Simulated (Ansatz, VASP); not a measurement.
## Two plane-wave programs on C

```
C
1.0
     2.46626    0.00000    0.00000
    -1.23313    2.13584    0.00000
     0.00000    0.00000    8.14262
C
4
Cartesian
  0.0000 0.0000 2.0357
  0.0000 0.0000 6.1070
  0.0000 1.4239 2.0357
  1.2331 0.7119 6.1070
```

Alike in both runs: functional PBE; k mesh 10 × 10 × 4; occupations gaussian, width 0.05 eV; no spin polarisation.

Ansatz relaxed the structure, and its values are those at the end. VASP's run is a single point on that final structure, the one shown.

|  | VASP | Ansatz |
| --- | --- | --- |
| version | VASP 6.6.1 | Ansatz 0.2.0 |
| potentials or method | VASP PAW PBE potentials, release 64 (C), cutoff 520 eV | scalar-relativistic, plane waves, PAW |
| valence electrons in the cell | 16 | 16 |

|  | VASP | Ansatz | Ansatz less VASP |
| --- | --- | --- | --- |
| gap on the k mesh at the Fermi level (eV) | 1.79 | 1.79 | 0.000 |
| least direct gap on the mesh (eV) | 1.79 | 1.79 | 0.000 |
| pressure (GPa) | 0.5 | 0.1 | -0.37 |

With one functional, cell and mesh, what is left measures potentials, basis and numerics.
